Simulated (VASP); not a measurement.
# AlH2 (Pnnn) in VASP: single point with PBE

Aim: the single point of AlH2 with PBE.

All numbers are computed with VASP 6.6.1; they aren't measurements. Logs are shortened: lines on timing, memory, paths and dates and some standing lists are left out, and cuts for length are marked.

## (1) The cell of the first run

It takes space group Pnnn (No. 48, orthorhombic). Conventional cell: a = 4.328 Å, b = 8.869 Å, c = 9.115 Å, α = 90.00°, β = 90.00°, γ = 90.00°. Al (site symmetry 1) has 4 H at 1.72 to 1.81 Å within 2.3 Å. Within 2.4 Å of H (site symmetry 2) lie 2 Al at 1.72 Å and 4 H at 2.31 to 2.36 Å. Within 2.4 Å of H (site symmetry 2) lie 2 Al at 1.81 Å and 2 H at 2.31 Å. Within 2.5 Å of H (site symmetry 2) lie 2 Al at 1.81 Å and 4 H at 2.36 to 2.48 Å. Within 2.3 Å of H (site symmetry -1) lie 2 Al at 1.72 Å.

The cell was generated, and may not be a known phase.

## (2) Single point, PBE

INCAR

```
SYSTEM = AlH2
ALGO     = Normal         ! electronic algorithm
EDIFF    = 1E-6           ! SCF threshold, eV
ENCUT    = 520            ! plane-wave cutoff, eV
GGA      = PE             ! functional
ISIF     = 2              ! what is computed and relaxed
ISMEAR   = 0              ! smearing method
LASPH    = .TRUE.         ! aspherical terms in the spheres
LCHARG   = .FALSE.        ! write CHGCAR
LREAL    = Auto         
LWAVE    = .FALSE.        ! write WAVECAR
NBANDS   = 38             ! bands
NELM     = 80             ! most SCF steps
PREC     = Accurate       ! precision mode
SIGMA    = 0.1            ! smearing width, eV
```

KPOINTS

```
k-points
0
G
  10 4 4
  0 0 0
```

POSCAR

```
AlH2
1.0
    4.3283798708      0.0000000000      0.0000000000
    0.0000000000      8.8692836151      0.0000000000
    0.0000000000      0.0000000000      9.1146352345
Al H
8 16
Direct
    0.2921739561      0.1081610144      0.1228360996
    0.7921739561      0.3918389856      0.6228360996
    0.2921739561      0.8918389856      0.8771639004
    0.2078260439      0.6081610144      0.6228360996
    0.2078260439      0.3918389856      0.3771639004
    0.7078260439      0.1081610144      0.8771639004
    0.7078260439      0.8918389856      0.1228360996
    0.7921739561      0.6081610144      0.3771639004
    0.5000000000      0.3569846657      0.5000000000
    0.5000000000      0.2328982963      0.0000000000
    0.0000000000      0.1430153343      0.0000000000
    0.0000000000      0.2671017037      0.5000000000
    0.5000000000      0.5000000000      0.2815502653
    0.5000000000      0.7671017037      0.0000000000
    0.0000000000      0.0000000000      0.2184497347
    0.0000000000      0.7328982963      0.5000000000
    0.0000000000      0.8569846657      0.0000000000
    0.5000000000      0.5000000000      0.7184497347
    0.2500000000      0.2500000000      0.2500000000
    0.5000000000      0.6430153343      0.5000000000
    0.2500000000      0.7500000000      0.7500000000
    0.0000000000      0.0000000000      0.7815502653
    0.7500000000      0.7500000000      0.2500000000
    0.7500000000      0.2500000000      0.7500000000
```

Potentials or basis: VASP PAW PBE potentials, release 64 (Al, H).

On the command line:

```
cat potpaw_PBE.64/Al/POTCAR potpaw_PBE.64/H/POTCAR > POTCAR
mpirun -np 1 vasp_std > vasp.out
```

OUTCAR:

```text
SYSTEM = AlH2
   EDIFF = 1E-6
   ENCUT = 520
   GGA = PE
   ISIF = 2
   ISMEAR = 0
   LASPH = .TRUE.
   LREAL = Auto
   NELM = 80
   PREC = Accurate

 ion  position               nearest neighbor table
   1  0.292  0.108  0.123-  11 1.72  19 1.72  15 1.81  10 1.81   7 2.63   6 2.87   3 2.95   7 3.17

   2  0.792  0.392  0.623-   9 1.72  24 1.72  18 1.81  12 1.81   4 2.63   5 2.87   8 2.95   4 3.17

   3  0.292  0.892  0.877-  17 1.72  21 1.72  22 1.81  14 1.81   6 2.63   7 2.87   1 2.95   6 3.17
[... 13 lines left out ...]
  11  0.000  0.143  0.000-   1 1.72   6 1.72
  12  0.000  0.267  0.500-   2 1.81   5 1.81
  13  0.500  0.500  0.282-   5 1.81   8 1.81
  14  0.500  0.767  0.000-   3 1.81   7 1.81
[... 8 lines left out ...]
  23  0.750  0.750  0.250-   7 1.72   8 1.72
  24  0.750  0.250  0.750-   2 1.72   6 1.72

  LATTYP: Found a simple orthorhombic cell.
 ALAT       =     4.3283798708
 B/A-ratio  =     2.0491000975
 C/A-ratio  =     2.1057844983

  Lattice vectors:

 A1 = (   4.3283798708,   0.0000000000,   0.0000000000)
 A2 = (   0.0000000000,   8.8692836151,   0.0000000000)
 A3 = (   0.0000000000,   0.0000000000,   9.1146352345)

Analysis of symmetry for initial positions (statically):
=====================================================================
 Subroutine PRICEL returns:
 Original cell was already a primitive cell.

 Routine SETGRP: Setting up the symmetry group for a
 simple orthorhombic supercell.

 Subroutine GETGRP returns: Found  8 space group operations
 (whereof  4 operations were pure point group operations)
 out of a pool of  8 trial point group operations.

The static configuration has the point symmetry D_2 .
 The point group associated with its full space group is D_2h.

Analysis of symmetry for dynamics (positions and initial velocities):
=====================================================================
 Subroutine PRICEL returns:
 Original cell was already a primitive cell.

 Routine SETGRP: Setting up the symmetry group for a
 simple orthorhombic supercell.

 Subroutine GETGRP returns: Found  8 space group operations
 (whereof  4 operations were pure point group operations)
 out of a pool of  8 trial point group operations.

The dynamic configuration has the point symmetry D_2 .
 The point group associated with its full space group is D_2h.

 Subroutine INISYM returns: Found  8 space group operations
 (whereof  4 operations are pure point group operations),
[... 144 lines left out ...]
   IBRION =     -1    ionic relax: 0-MD 1-quasi-New 2-CG
   NFREE  =      0    steps in history (QN), initial steepest desc. (CG)
   ISIF   =      2    stress and relaxation
   ISYM   =      2    0-nonsym 1-usesym 2-fastsym
   POTIM  = 0.5000    time-step for ionic-motion
   TEBEG  =    0.0;   TEEND  =   0.0 temperature during run
   PSTRESS=    0.0 pullay stress
   NELECT =      40.0000    total number of electrons
   NUPDOWN=      -1.0000    fix difference up-down
   EMIN   =  10.00;   EMAX   =-10.00  energy-range for DOS
   EFERMI =   0.00;   METHOD = LEGACY
   ISMEAR =     0;   SIGMA  =   0.10  broadening in eV -4-tet -1-fermi 0-gaus
   EFERMI_NEDOS =   21; number of points for ismear=-14 and -15
   IALGO  =     38    algorithm
   IMIX   =      4    mixing-type and parameters
     AMIX     =   0.40;   BMIX     =  1.00
     AMIX_MAG =   1.60;   BMIX_MAG =  1.00
  volume/ion in A,a.u.               =      14.58        98.39
  Fermi-wavevector in a.u.,A,eV,Ry     =   0.794530  1.501444  8.589063  0.631278
  Thomas-Fermi vector in A             =   1.900680
   LORBIT       =      0    0 simple, 1 ext, 2 COOP (PROOUT), +10 PAW based schemes
   GGA     = PE    functional components
   LHFCALC =     F    Hartree Fock is set to
   AEXX    =    0.0000 exact exchange contribution
   IVDW    =     0    specifies the selected vdW correction
   LEPSILON=     F    determine dielectric tensor
   LRPA    =     F    only Hartree local field effects (RPA)
 non-spin polarized calculation
 Gauss-broadening in eV      SIGMA  =   0.10
  energy-cutoff  :      520.00
  volume of cell :      349.91
 maximum number of plane-waves:      9472
   NGX = 17   NGY = 33   NGZ = 33

 number of electron      39.9999997 magnetization

 Free energy of the ion-electron system (eV)
  ---------------------------------------------------
  ext. energy  EPLUGINS =         0.00000000
  ---------------------------------------------------
  free energy    TOTEN  =       -79.89393867 eV

  energy without entropy =      -79.88875891  energy(sigma->0) =      -79.89134879

 E-fermi :   1.3576     XC(G=0):  -6.9055

 val. band max:        1.3261716504   @ k =   0.0000   0.2500   0.5000
 cond. band min:       1.3693310774   @ k =   0.0000   0.0000   0.5000
 fundamental gap:      0.0431594270
 Fermi energy:         1.3576263217

 k-point     1 :       0.0000    0.0000    0.0000
  band No.  band energies     occupation
      1      -8.8792      2.00000
      2      -8.4396      2.00000
      3      -6.8762      2.00000
      4      -6.4654      2.00000
      5      -5.9056      2.00000
      6      -5.1854      2.00000
[... 829 lines left out ...]
     31       5.7213      0.00000
     32       5.7213      0.00000

 [... further k-points ...]

 [bands above 32 left out]

------------------------ aborting loop because EDIFF is reached ----------------------------------------

  FORCE on cell =-STRESS in cart. coord.  units (eV):
  Direction    XX          YY          ZZ          XY          YZ          ZX
  --------------------------------------------------------------------------------------
  -------------------------------------------------------------------------------------
  Total       -0.2499514     -0.2064724     -0.2939056      0.0000000      0.0000000      0.0000000
  in kB       -1.1444925     -0.9454081     -1.3457524      0.0000000      0.0000000      0.0000000
  external PRESSURE =      -1.1452177 kB  Pullay stress =       0.0000000 kB

 VOLUME and BASIS-vectors are now :
 -----------------------------------------------------------------------------
  energy-cutoff  :      520.00
  volume of cell :      349.91
      direct lattice vectors                 reciprocal lattice vectors
     4.328379871  0.000000000  0.000000000     0.231033327  0.000000000  0.000000000
     0.000000000  8.869283615  0.000000000     0.000000000  0.112748678  0.000000000
     0.000000000  0.000000000  9.114635234     0.000000000  0.000000000  0.109713661

 POSITION                                       TOTAL-FORCE (eV/Angst)
 -----------------------------------------------------------------------------------
      1.26464      0.95931      1.11961        -0.002068      0.000486     -0.001026
      3.42883      3.47533      5.67692        -0.002068     -0.000486     -0.001026
      1.26464      7.90997      7.99503        -0.002068     -0.000486      0.001026
      0.89955      5.39395      5.67692         0.002068      0.000486     -0.001026
      0.89955      3.47533      3.43771         0.002068     -0.000486      0.001026
      3.06374      0.95931      7.99503         0.002068      0.000486      0.001026
[... 16 lines left out ...]
      3.24628      6.65196      2.27866         0.000000      0.000000      0.000000
      3.24628      2.21732      6.83598         0.000000      0.000000     -0.000000
 -----------------------------------------------------------------------------------
    total drift:                               -0.000000      0.000000      0.000000

  FREE ENERGIE OF THE ION-ELECTRON SYSTEM (eV)
  ---------------------------------------------------
  free  energy   TOTEN  =       -79.8939386668 eV

  energy  without entropy=      -79.8887589129  energy(sigma->0) =      -79.89134879
```

stdout:

```text
POSCAR found type information on POSCAR AlH
 POSCAR found :  2 types and      24 ions
 scaLAPACK will be used
 LDA part: xc-table for (Slater+PW92), standard interpolation
 POSCAR, INCAR and KPOINTS ok, starting setup
 FFT: planning ... GRIDC
 FFT: planning ... GRID_SOFT
 FFT: planning ... GRID
 WAVECAR not read
 entering main loop
```

Run time: 20 min. Hardware: 1 thread of AMD EPYC 7R32 (Zen 2), shared host; peak memory 0.61 GiB.

Results:

```yaml
Free_energy: -79.8939 eV
Pressure: -0.1 GPa
Largest_force: 0.006 eV/Å
Band_gap_on_the_k_mesh: zero (bands 20 and 21 overlap by 0.15 eV)
```

Forces on the atoms (eV/Å):
```
Al  -0.002  0.000 -0.001
Al  -0.002  0.000 -0.001
Al  -0.002  0.000  0.001
Al   0.002  0.000 -0.001
Al   0.002  0.000  0.001
Al   0.002  0.000  0.001
Al   0.002  0.000 -0.001
Al  -0.002  0.000  0.001
H    0.000  0.003  0.000
H    0.000  0.006  0.000
H    0.000 -0.003  0.000
H    0.000 -0.006  0.000
H    0.000  0.000  0.005
H    0.000 -0.006  0.000
H    0.000  0.000 -0.005
H    0.000  0.006  0.000
H    0.000  0.003  0.000
H    0.000  0.000 -0.005
H    0.000  0.000  0.000
H    0.000 -0.003  0.000
H    0.000  0.000  0.000
H    0.000  0.000  0.005
H    0.000  0.000  0.000
H    0.000  0.000  0.000
```

The gap in the log of VASP goes by the Fermi energy; the results here count the filled bands.